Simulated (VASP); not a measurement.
# LiBr (Fm-3m) in VASP: vibrations by perturbation theory with PBE

Aim: the vibrations by perturbation theory of LiBr with PBE.

Everything below comes from runs of VASP 6.6.1. Logs are shortened: lines on timing, memory, paths and dates and some standing lists are left out, and cuts for length are marked.

## (1) The cell of the first run

Symmetry: Fm-3m, No. 225, cubic system. The conventional cell has a = 5.511 Å, b = 5.511 Å, c = 5.511 Å, α = 90.00°, β = 90.00°, γ = 90.00°. Within 3.6 Å of Li (site symmetry m-3m) lie 6 Br at 2.76 Å. Br (site symmetry m-3m) has 6 Li at 2.76 Å within 3.6 Å.

## (2) Vibrations by perturbation theory, PBE

File INCAR:

```
PREC = Accurate
ENCUT = 750
EDIFF = 1E-8
ISMEAR = 0
SIGMA = 0.01
LREAL = F
LASPH = T
NELM = 120
ALGO = Normal
ISIF = 2
LWAVE = F
LCHARG = T
GGA = PE
NBANDS = 12
IBRION = 8
NSW = 1
LEPSILON = T
GGA_COMPAT = F
```

File KPOINTS:

```
Automatic mesh
0
Gamma
  8 8 8
```

File POSCAR:

```
LiBr
1.0
    0.0000000000      2.7555047225      2.7555047225
    2.7555047225      0.0000000000      2.7555047225
    2.7555047225      2.7555047225      0.0000000000
Li Br
1 1
Direct
    0.0000000000      0.0000000000      0.0000000000
    0.5000000000      0.5000000000      0.5000000000
```

Potentials or basis: VASP PAW PBE potentials, release 64 (Li_sv, Br).

Command:

```sh
$ cat potpaw_PBE.64/Li_sv/POTCAR potpaw_PBE.64/Br/POTCAR > POTCAR
$ mpirun -np 1 vasp_std > vasp.out
```

OUTCAR:

```text
PREC = Accurate
   ENCUT = 750
   EDIFF = 1E-8
   ISMEAR = 0
   LREAL = F
   LASPH = T
   NELM = 120
   ISIF = 2
   GGA = PE
   IBRION = 8
   NSW = 1
   LEPSILON = T

 ion  position               nearest neighbor table
   1  0.000  0.000  0.000-
   2  0.500  0.500  0.500-

  LATTYP: Found a face centered cubic cell.
 ALAT       =     5.5110094450

  Lattice vectors:

 A1 = (   0.0000000000,   2.7555047225,   2.7555047225)
 A2 = (   2.7555047225,   0.0000000000,   2.7555047225)
 A3 = (   2.7555047225,   2.7555047225,   0.0000000000)

Analysis of symmetry for initial positions (statically):
=====================================================================
 Subroutine PRICEL returns:
 Original cell was already a primitive cell.

 Routine SETGRP: Setting up the symmetry group for a
 face centered cubic supercell.

 Subroutine GETGRP returns: Found 48 space group operations
 (whereof 48 operations were pure point group operations)
 out of a pool of 48 trial point group operations.

The static configuration has the point symmetry O_h .

Analysis of symmetry for dynamics (positions and initial velocities):
=====================================================================
 Subroutine PRICEL returns:
 Original cell was already a primitive cell.

 Routine SETGRP: Setting up the symmetry group for a
 face centered cubic supercell.

 Subroutine GETGRP returns: Found 48 space group operations
 (whereof 48 operations were pure point group operations)
 out of a pool of 48 trial point group operations.

The dynamic configuration has the point symmetry O_h .

 Subroutine INISYM returns: Found 48 space group operations
 (whereof 48 operations are pure point group operations),
 and found     1 'primitive' translations

----------------------------------------------------------------------------------------

                                     Primitive cell

[... 587 lines left out ...]
    -0.00000  0.00951  0.00000
     0.00000  0.00000  0.00951

 MACROSCOPIC STATIC DIELECTRIC TENSOR (including local field effects in DFT)
 ------------------------------------------------------
           3.419952     0.000000    -0.000000
          -0.000000     3.419952     0.000000
           0.000000     0.000000     3.419952
 ------------------------------------------------------

 PIEZOELECTRIC TENSOR (including local field effects)  for field in x, y, z        (e  Angst)
          XX          YY          ZZ          XY          YZ          ZX
  --------------------------------------------------------------------------------
  x     0.00000     0.00000     0.00000     0.00000     0.00000     0.00000
  y     0.00000     0.00000     0.00000     0.00000     0.00000     0.00000
  z     0.00000     0.00000     0.00000     0.00000     0.00000     0.00000

 PIEZOELECTRIC TENSOR (including local field effects)  for field in x, y, z        (C/m^2)
          XX          YY          ZZ          XY          YZ          ZX
  --------------------------------------------------------------------------------
  x     0.00000     0.00000     0.00000     0.00000     0.00000     0.00000
  y     0.00000     0.00000     0.00000     0.00000     0.00000     0.00000
  z     0.00000     0.00000     0.00000     0.00000     0.00000     0.00000

 BORN EFFECTIVE CHARGES (including local field effects) (in |e|, cummulative output)
 ---------------------------------------------------------------------------------
 ion    1
    1     1.24267    -0.00000     0.00000
    2     0.00000     1.24267     0.00000
    3     0.00000     0.00000     1.24267
 ion    2
    1    -1.24267     0.00000     0.00000
    2    -0.00000    -1.24267     0.00000
    3     0.00000     0.00000    -1.24267

 INTERNAL STRAIN TENSOR FOR ION    2 for displacements in x,y,z  (eV/Angst):
          X           Y           Z          XY          YZ          ZX
  --------------------------------------------------------------------------------
  x     0.00000     0.00000     0.00000     0.00000     0.00000     0.00000
  y     0.00000     0.00000     0.00000     0.00000     0.00000     0.00000
  z     0.00000     0.00000     0.00000     0.00000     0.00000     0.00000

 SECOND DERIVATIVES (NOT SYMMETRIZED)
 ------------------------------------
               1X          1Y          1Z          2X          2Y          2Z
  1X    -0.467713    0.000000    0.000000    0.467713    0.000000    0.000000
  1Y     0.000000   -0.467713    0.000000    0.000000    0.467713    0.000000
  1Z     0.000000    0.000000   -0.467713    0.000000    0.000000    0.467713
  2X     0.464493    0.000000    0.000000   -0.464493    0.000000    0.000000
  2Y     0.000000    0.464493    0.000000    0.000000   -0.464493    0.000000
  2Z     0.000000    0.000000    0.464493    0.000000    0.000000   -0.464493

 Eigenvectors and eigenvalues of the dynamical matrix
 ----------------------------------------------------

   1 f  =    4.210382 THz    26.454608 2PiTHz  140.443216 cm-1    17.412732 meV
             X         Y         Z           dx          dy          dz
      0.000000  0.000000  0.000000     0.000000    0.959091    0.000000
      2.755505  2.755505  2.755505     0.000000   -0.283098    0.000000
[... 21 lines left out ...]
   6 f/i=    0.003948 THz     0.024805 2PiTHz    0.131686 cm-1     0.016327 meV
             X         Y         Z           dx          dy          dz
      0.000000  0.000000  0.000000     0.000000    0.000000   -0.283098
      2.755505  2.755505  2.755505     0.000000    0.000000   -0.959091

--------------------------------------------------------------------------------------------------------

 MACROSCOPIC STATIC DIELECTRIC TENSOR IONIC CONTRIBUTION
 ------------------------------------------------------
          14.327256     0.000000     0.000000
           0.000000    14.327256    -0.000000
           0.000000    -0.000000    14.327256
 ------------------------------------------------------

 ELASTIC MODULI CONTR FROM IONIC RELAXATION (kBar)
 Direction    XX          YY          ZZ          XY          YZ          ZX
 --------------------------------------------------------------------------------
 XX           0.0000      0.0000      0.0000      0.0000      0.0000      0.0000
 YY           0.0000      0.0000      0.0000      0.0000      0.0000      0.0000
 ZZ           0.0000      0.0000      0.0000      0.0000      0.0000      0.0000
 XY           0.0000      0.0000      0.0000      0.0000      0.0000      0.0000
 YZ           0.0000      0.0000      0.0000      0.0000      0.0000      0.0000
 ZX           0.0000      0.0000      0.0000      0.0000      0.0000      0.0000
 --------------------------------------------------------------------------------

 PIEZOELECTRIC TENSOR IONIC CONTR  for field in x, y, z        (C/m^2)
          XX          YY          ZZ          XY          YZ          ZX
  --------------------------------------------------------------------------------
  x     0.00000     0.00000     0.00000     0.00000     0.00000     0.00000
  y     0.00000     0.00000     0.00000     0.00000     0.00000     0.00000
  z     0.00000     0.00000     0.00000     0.00000     0.00000     0.00000
```

OSZICAR:

```text
N       E                     dE             d eps       ncg     rms          rms(c)
DAV:   1     0.486900878762E+02    0.48690E+02   -0.46990E+03   696   0.973E+02
DAV:   2    -0.313874212153E+01   -0.51829E+02   -0.49299E+02   868   0.150E+02
DAV:   3    -0.657258694935E+01   -0.34338E+01   -0.34231E+01   936   0.403E+01
[... 252 lines left out ...]
RMM:   9    -0.138248774585E+00    0.83327E-06    0.73897E-06  3402   0.427E-04    0.160E-05
RMM:  10    -0.138248590813E+00    0.18377E-06    0.15535E-06  3478   0.172E-04    0.988E-06
RMM:  11    -0.138248552917E+00    0.37896E-07    0.97833E-07  3512   0.725E-05    0.573E-06
RMM:  12    -0.138248538945E+00    0.13971E-07    0.28363E-07  3535   0.306E-05    0.244E-06
RMM:  13    -0.138248538797E+00    0.14841E-09    0.18200E-07  3498   0.139E-05    0.141E-06
RMM:  14    -0.138248539254E+00   -0.45685E-09    0.62101E-08  3018   0.649E-06    0.384E-07
 Linear response finished
```

stdout:

```text
POSCAR found type information on POSCAR LiBr
 POSCAR found :  2 types and       2 ions
 scaLAPACK will be used
 LDA part: xc-table for (Slater+PW92), standard interpolation
 POSCAR, INCAR and KPOINTS ok, starting setup
 FFT: planning ... GRIDC
 FFT: planning ... GRID_SOFT
 FFT: planning ... GRID
 WAVECAR not read
 entering main loop
[... 24 lines left out ...]
 dielectric tensor                  component  3 :     0.037     0.316     3.420
 Linear response DOF=           2
 Linear response progress:
 first order change of Fermi-energy  -0.34171E-05
 force on displaced ion       1 direction 1 :  -0.468   0.000   0.000
 Born effective charge ion    1 direction 1 :   1.242   0.000   0.000
 Linear response progress:
 first order change of Fermi-energy   0.21282E-03
 force on displaced ion       2 direction 1 :  -0.464   0.000   0.000
 Born effective charge ion    2 direction 1 :  -1.243   0.000   0.000
 Born effective charges drift removed
 Linear response finished
```

It took 19 min on 1 thread of AMD EPYC 7R43 (Zen 3), shared host; peak memory 0.28 GiB.

What came out:

- Electronic dielectric tensor (diagonal): 3.42
- Born charges (mean of the diagonal): Li +1.24; Br -1.24 e
- Highest phonon frequency at Γ, LO-TO splitting left out: 140 cm⁻¹

Phonon frequencies in cm⁻¹ (negative: imaginary):
```tsv
q point	frequencies
(0.000, 0.000, 0.000)	0 0 0 140 140 140
```

Electronic dielectric tensor:
```
3.42 0.00 0.00
0.00 3.42 0.00
0.00 0.00 3.42
```

Born effective charge tensors (e):
atom 1, Li
```
1.24 0.00 0.00
0.00 1.24 0.00
0.00 0.00 1.24
```
atom 2, Br
```
-1.24  0.00  0.00
 0.00 -1.24  0.00
 0.00  0.00 -1.24
```
